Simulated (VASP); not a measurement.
# Ge3MoRu (Pm-3m) in VASP: single point with PBE

Aim: the single point of Ge3MoRu with PBE.

Everything below comes from runs of VASP 6.6.1. Logs are shortened: lines on timing, memory, paths and dates and some standing lists are left out, and cuts for length are marked.

## Step 1: The cell of the first run

It takes space group Pm-3m (No. 221, cubic). The conventional cell has a = 4.409 Å, b = 4.409 Å, c = 4.409 Å, α = 90.00°, β = 90.00°, γ = 90.00°. Ge (site symmetry 4/mmm) has 2 Mo at 2.20 Å within 2.9 Å. Mo (site symmetry m-3m) has 6 Ge at 2.20 Å within 2.9 Å. Within 4.1 Å of Ru (site symmetry m-3m) lie 12 Ge at 3.12 Å and 8 Mo at 3.82 Å.

## Step 2: Single point, PBE

File INCAR:

```
ALGO = Normal ; EDIFF = 1E-6
ENCUT = 520 ; GGA = PE
ISIF = 2 ; ISMEAR = 0
LASPH = T ; LCHARG = F
LREAL = F ; LWAVE = F
NBANDS = 43 ; NELM = 80
PREC = Accurate ; SIGMA = 0.1
```

File KPOINTS:

```
k-points
0
Gamma
  4 4 4
```

File POSCAR:

```
Ge3MoRu
1.0
    4.4088847500      0.0000000000      0.0000000000
    0.0000000000      4.4088847500      0.0000000000
    0.0000000000      0.0000000000      4.4088847500
Ge Mo Ru
3 1 1
Direct
    0.5000000000      0.0000000000      0.0000000000
    0.0000000000      0.5000000000      0.0000000000
    0.0000000000      0.0000000000      0.5000000000
    0.0000000000      0.0000000000      0.0000000000
    0.5000000000      0.5000000000      0.5000000000
```

Potentials or basis: VASP PAW PBE potentials, release 64 (Ge_d, Mo_sv, Ru_pv).

The run is started by

```console
> cat potpaw_PBE.64/Ge_d/POTCAR potpaw_PBE.64/Mo_sv/POTCAR potpaw_PBE.64/Ru_pv/POTCAR > POTCAR
> mpirun -np 1 vasp_std > vasp.out
```

OUTCAR:

```text
EDIFF = 1E-6
   ENCUT = 520
   GGA = PE
   ISIF = 2
   ISMEAR = 0
   LASPH = T
   LREAL = F
   NELM = 80
   PREC = Accurate

 ion  position               nearest neighbor table
   1  0.500  0.000  0.000-   4 2.20   4 2.20   5 3.12   5 3.12   5 3.12   5 3.12
   2  0.000  0.500  0.000-   4 2.20   4 2.20   5 3.12   5 3.12   5 3.12   5 3.12
   3  0.000  0.000  0.500-   4 2.20   4 2.20   5 3.12   5 3.12   5 3.12   5 3.12
   4  0.000  0.000  0.000-   1 2.20   2 2.20   3 2.20   3 2.20   2 2.20   1 2.20
   5  0.500  0.500  0.500-   1 3.12   2 3.12   3 3.12   1 3.12   2 3.12   1 3.12   3 3.12   1 3.12
                             2 3.12   3 3.12   2 3.12   3 3.12

  LATTYP: Found a simple cubic cell.
 ALAT       =     4.4088847500

  Lattice vectors:

 A1 = (   4.4088847500,   0.0000000000,   0.0000000000)
 A2 = (   0.0000000000,   4.4088847500,   0.0000000000)
 A3 = (   0.0000000000,   0.0000000000,   4.4088847500)

Analysis of symmetry for initial positions (statically):
=====================================================================
 Subroutine PRICEL returns:
 Original cell was already a primitive cell.

 Routine SETGRP: Setting up the symmetry group for a
 simple cubic supercell.

 Subroutine GETGRP returns: Found 48 space group operations
 (whereof 48 operations were pure point group operations)
 out of a pool of 48 trial point group operations.

The static configuration has the point symmetry O_h .

Analysis of symmetry for dynamics (positions and initial velocities):
=====================================================================
 Subroutine PRICEL returns:
 Original cell was already a primitive cell.

 Routine SETGRP: Setting up the symmetry group for a
 simple cubic supercell.

 Subroutine GETGRP returns: Found 48 space group operations
 (whereof 48 operations were pure point group operations)
 out of a pool of 48 trial point group operations.

The dynamic configuration has the point symmetry O_h .

 Subroutine INISYM returns: Found 48 space group operations
 (whereof 48 operations are pure point group operations),
 and found     1 'primitive' translations

----------------------------------------------------------------------------------------

                                     Primitive cell

  volume of cell :      85.7011

  direct lattice vectors                    reciprocal lattice vectors
     4.408884750  0.000000000  0.000000000     0.226814729  0.000000000  0.000000000
     0.000000000  4.408884750  0.000000000     0.000000000  0.226814729  0.000000000
     0.000000000  0.000000000  4.408884750     0.000000000  0.000000000  0.226814729

  length of vectors
     4.408884750  4.408884750  4.408884750     0.226814729  0.226814729  0.226814729

  position of ions in fractional coordinates (direct lattice)
     0.500000000  0.000000000  0.000000000
     0.000000000  0.500000000  0.000000000
     0.000000000  0.000000000  0.500000000
     0.000000000  0.000000000  0.000000000
     0.500000000  0.500000000  0.500000000

  ion indices of the primitive-cell ions
   primitive index   ion index
                 1           1
                 2           2
                 3           3
                 4           4
                 5           5

----------------------------------------------------------------------------------------

 KPOINTS: k-points

Automatic generation of k-mesh.
 Grid dimensions read from file:
 generate k-points for:    4    4    4

 Generating k-lattice:

  Cartesian coordinates                     Fractional coordinates (reciprocal lattice)
     0.056703682  0.000000000  0.000000000     0.250000000  0.000000000  0.000000000
     0.000000000  0.056703682  0.000000000     0.000000000  0.250000000  0.000000000
     0.000000000  0.000000000  0.056703682     0.000000000  0.000000000  0.250000000

  Length of vectors
     0.056703682  0.056703682  0.056703682

  Shift w.r.t. Gamma in fractional coordinates (k-lattice)
     0.000000000  0.000000000  0.000000000

 Subroutine IBZKPT returns following result:
 ===========================================

 Found     10 irreducible k-points:

 Following reciprocal coordinates:
            Coordinates               Weight
  0.000000  0.000000  0.000000      1.000000
  0.250000  0.000000  0.000000      6.000000
  0.500000  0.000000  0.000000      3.000000
  0.250000  0.250000  0.000000     12.000000
  0.500000  0.250000  0.000000     12.000000
  0.500000  0.500000  0.000000      3.000000
  0.250000  0.250000  0.250000      8.000000
  0.500000  0.250000  0.250000     12.000000
  0.500000  0.500000  0.250000      6.000000
  0.500000  0.500000  0.500000      1.000000
   k-points           NKPTS =     10   k-points in BZ     NKDIM =     10   number of bands    NBANDS=     43
   number of dos      NEDOS =    301   number of ions     NIONS =      5
   total plane-waves  NPLWV =  46656
   dimension x,y,z NGX =    36 NGY =   36 NGZ =   36
   dimension x,y,z NGXF=    72 NGYF=   72 NGZF=   72
   ions per type =               3   1   1
   NGX,Y,Z   is equivalent  to a cutoff of  13.57, 13.57, 13.57 a.u.
   NGXF,Y,Z  is equivalent  to a cutoff of  27.15, 27.15, 27.15 a.u.
 SYSTEM =  unknown system
   PREC   = accura    normal or accurate (medium, high low for compatibility)
   ISTART =      0    job   : 0-new  1-cont  2-samecut
   ICHARG =      2    charge: 1-file 2-atom 10-const
   ISPIN  =      1    spin polarized calculation?
   LNONCOLLINEAR =      F non collinear calculations
   LSORBIT =      F    spin-orbit coupling
   LASPH  =      T    aspherical Exc in radial PAW
   ENCUT  =  520.0 eV  38.22 Ry    6.18 a.u.   8.20  8.20  8.20*2*pi/ulx,y,z
   NELM   =     80;   NELMIN=  2; NELMDL= -5     # of ELM steps
   EDIFF  = 0.1E-05   stopping-criterion for ELM
   LREAL  =      F    real-space projection
   EDIFFG = 0.1E-04   stopping-criterion for IOM
   NSW    =      0    number of steps for IOM
   IBRION =     -1    ionic relax: 0-MD 1-quasi-New 2-CG
   NFREE  =      0    steps in history (QN), initial steepest desc. (CG)
   ISIF   =      2    stress and relaxation
   ISYM   =      2    0-nonsym 1-usesym 2-fastsym
   POTIM  = 0.5000    time-step for ionic-motion
   TEBEG  =    0.0;   TEEND  =   0.0 temperature during run
   PSTRESS=    0.0 pullay stress
   NELECT =      70.0000    total number of electrons
   NUPDOWN=      -1.0000    fix difference up-down
   EMIN   =  10.00;   EMAX   =-10.00  energy-range for DOS
   EFERMI =   0.00;   METHOD = LEGACY
   ISMEAR =     0;   SIGMA  =   0.10  broadening in eV -4-tet -1-fermi 0-gaus
   EFERMI_NEDOS =   21; number of points for ismear=-14 and -15
   IALGO  =     38    algorithm
   IMIX   =      4    mixing-type and parameters
     AMIX     =   0.40;   BMIX     =  1.00
     AMIX_MAG =   1.60;   BMIX_MAG =  1.00
  volume/ion in A,a.u.               =      17.14       115.67
  Fermi-wavevector in a.u.,A,eV,Ry     =   1.530308  2.891862 31.862690  2.341842
  Thomas-Fermi vector in A             =   2.637809
   LORBIT       =      0    0 simple, 1 ext, 2 COOP (PROOUT), +10 PAW based schemes
   GGA     = PE    functional components
   LHFCALC =     F    Hartree Fock is set to
   AEXX    =    0.0000 exact exchange contribution
   IVDW    =     0    specifies the selected vdW correction
   LEPSILON=     F    determine dielectric tensor
   LRPA    =     F    only Hartree local field effects (RPA)
 non-spin polarized calculation
 Gauss-broadening in eV      SIGMA  =   0.10
  energy-cutoff  :      520.00
  volume of cell :       85.70
 maximum number of plane-waves:      2325
 NGX is ok and might be reduce to    36
   NGX = 17   NGY = 17   NGZ = 17

 number of electron      70.0000040 magnetization

 Free energy of the ion-electron system (eV)
  ---------------------------------------------------
  ext. energy  EPLUGINS =         0.00000000
  ---------------------------------------------------
  free energy    TOTEN  =       -25.70171440 eV

  energy without entropy =      -25.64522968  energy(sigma->0) =      -25.67347204

 E-fermi :   8.5317     XC(G=0): -11.9254

 val. band max:        8.5236067473   @ k =   0.5000   0.5000   0.0000
 cond. band min:       8.5942075030   @ k =   0.5000   0.5000   0.5000
 fundamental gap:      0.0706007556
 Fermi energy:         8.5317048927

 k-point     1 :       0.0000    0.0000    0.0000
  band No.  band energies     occupation
      1     -51.7618      2.00000
      2     -32.9337      2.00000
      3     -32.9337      2.00000
      4     -32.9337      2.00000
      5     -26.2500      2.00000
      6     -26.2500      2.00000
[... 35 lines left out ...]
     42      12.6165      0.00000
     43      13.0415      0.00000

 k-point     2 :       0.2500    0.0000    0.0000
  band No.  band energies     occupation
      1     -51.7604      2.00000
      2     -32.9346      2.00000
      3     -32.9336      2.00000
      4     -32.9336      2.00000
      5     -26.3010      2.00000
      6     -26.2517      2.00000
[... 35 lines left out ...]
     42      12.5147      0.00000
     43      12.8802      0.00000

 k-point     3 :       0.5000    0.0000    0.0000
  band No.  band energies     occupation
      1     -51.7589      2.00000
      2     -32.9354      2.00000
      3     -32.9336      2.00000
      4     -32.9336      2.00000
      5     -26.3512      2.00000
      6     -26.2535      2.00000
[... 35 lines left out ...]
     42      12.3823      0.00000
     43      12.8991      0.00000

 k-point     4 :       0.2500    0.2500    0.0000
  band No.  band energies     occupation
      1     -51.7589      2.00000
      2     -32.9345      2.00000
      3     -32.9345      2.00000
      4     -32.9336      2.00000
      5     -26.3028      2.00000
      6     -26.3027      2.00000
[... 219 lines left out ...]
     42      12.7324      0.00000
     43      13.8634      0.00000

 k-point     9 :       0.5000    0.5000    0.2500
  band No.  band energies     occupation
      1     -51.7547      2.00000
      2     -32.9352      2.00000
      3     -32.9352      2.00000
      4     -32.9343      2.00000
      5     -26.3563      2.00000
      6     -26.3563      2.00000
[... 35 lines left out ...]
     42      13.2859      0.00000
     43      14.3232      0.00000

 k-point    10 :       0.5000    0.5000    0.5000
  band No.  band energies     occupation
      1     -51.7533      2.00000
      2     -32.9351      2.00000
      3     -32.9351      2.00000
      4     -32.9351      2.00000
      5     -26.3580      2.00000
      6     -26.3580      2.00000
[... 35 lines left out ...]
     42      14.0764      0.00000
     43      14.0764      0.00000

------------------------ aborting loop because EDIFF is reached ----------------------------------------

  FORCE on cell =-STRESS in cart. coord.  units (eV):
  Direction    XX          YY          ZZ          XY          YZ          ZX
  --------------------------------------------------------------------------------------
  -------------------------------------------------------------------------------------
  Total       18.3332792     18.3332792     18.3332792      0.0000000     -0.0000000     -0.0000000
  in kB      342.7397652    342.7397652    342.7397652      0.0000000     -0.0000000     -0.0000000
  external PRESSURE =     342.7397652 kB  Pullay stress =       0.0000000 kB

 VOLUME and BASIS-vectors are now :
 -----------------------------------------------------------------------------
  energy-cutoff  :      520.00
  volume of cell :       85.70
      direct lattice vectors                 reciprocal lattice vectors
     4.408884750  0.000000000  0.000000000     0.226814729  0.000000000  0.000000000
     0.000000000  4.408884750  0.000000000     0.000000000  0.226814729  0.000000000
     0.000000000  0.000000000  4.408884750     0.000000000  0.000000000  0.226814729

 POSITION                                       TOTAL-FORCE (eV/Angst)
 -----------------------------------------------------------------------------------
      2.20444      0.00000      0.00000         0.000000      0.000000      0.000000
      0.00000      2.20444      0.00000         0.000000      0.000000      0.000000
      0.00000      0.00000      2.20444         0.000000      0.000000      0.000000
      0.00000      0.00000      0.00000         0.000000      0.000000      0.000000
      2.20444      2.20444      2.20444         0.000000      0.000000      0.000000
 -----------------------------------------------------------------------------------
    total drift:                                0.000000      0.000000     -0.000000

  FREE ENERGIE OF THE ION-ELECTRON SYSTEM (eV)
  ---------------------------------------------------
  free  energy   TOTEN  =       -25.7017143978 eV

  energy  without entropy=      -25.6452296820  energy(sigma->0) =      -25.67347204
```

It took 28 s on 1 thread of Intel Xeon Platinum 8559C (Emerald Rapids), shared host; peak memory 0.21 GiB.

What came out:

| Item | Value |
| --- | --- |
| Free energy | -25.7017 eV |
| Pressure | 34.3 GPa |
| Band gap on the k mesh | zero (band 35 reaches 8.97 eV, above the bottom of band 36 at 8.35 eV) |
